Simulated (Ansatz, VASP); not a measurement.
W: VASP beside Ansatz

File INCAR:

```
  ALGO = Normal
  EDIFF = 1E-7
  EDIFFG = -0.005
  ENCUT = 600
  GGA = PE
  IBRION = 2
  ISIF = 3
  ISMEAR = -1
  LASPH = True
  LCHARG = False
  LREAL = False
  LWAVE = False
  NELM = 60
  NSW = 60
  PREC = Accurate
  SIGMA = 0.1
```

The input KPOINTS:

```
k-points
0
Gamma
  19 19 19
```

File POSCAR:

```
W
1.0
   -1.5921819128      1.5921819128      1.5921819128
    1.5921819128     -1.5921819128      1.5921819128
    1.5921819128      1.5921819128     -1.5921819128
W
1
Direct
    0.0000000000      0.0000000000      0.0000000000
```

Input for Ansatz:

```yaml
crystal:
  lattice:
    - [-1.5921819128, 1.5921819128, 1.5921819128]
    - [1.5921819128, -1.5921819128, 1.5921819128]
    - [1.5921819128, 1.5921819128, -1.5921819128]
  atoms:
    - { symbol: W, position: [0.0, 0.0, 0.0] }
kpoints:
  mp_grid: { grid: [19, 19, 19] }
scf:
  occupations: { method: fermi_dirac, width: 0.1 }
hamiltonian:
  xc: pbe
  pseudopotentials: { kind: paw }
output:
  forces: true
  stress: true
relax:
  f_tol: 0.005
  max_steps: 40
  cell: {}
```

Alike in both runs: task relaxation of cell and atoms; functional PBE; k mesh 19 × 19 × 19; occupations fermi-dirac, width 0.1 eV; no spin polarisation.

|  | VASP | Ansatz |
| --- | --- | --- |
| version | VASP 6.6.1 | Ansatz 0.2.0 |
| potentials or method | VASP PAW PBE potentials, release 64 (W_sv) | PAW with Ansatz's default frozen-core files, scalar-relativistic |
| plane-wave cutoff (eV) | 600 | 420 |
| valence electrons in the cell | 14 | 14 |

```tsv
	VASP	Ansatz	Ansatz less VASP
relaxed volume (Å³/atom)	16.16	16.13	-0.029
relaxed cell length with the largest relative difference (Å)	2.759	2.757	-0.0017
```

Spin-orbit coupling is off throughout.
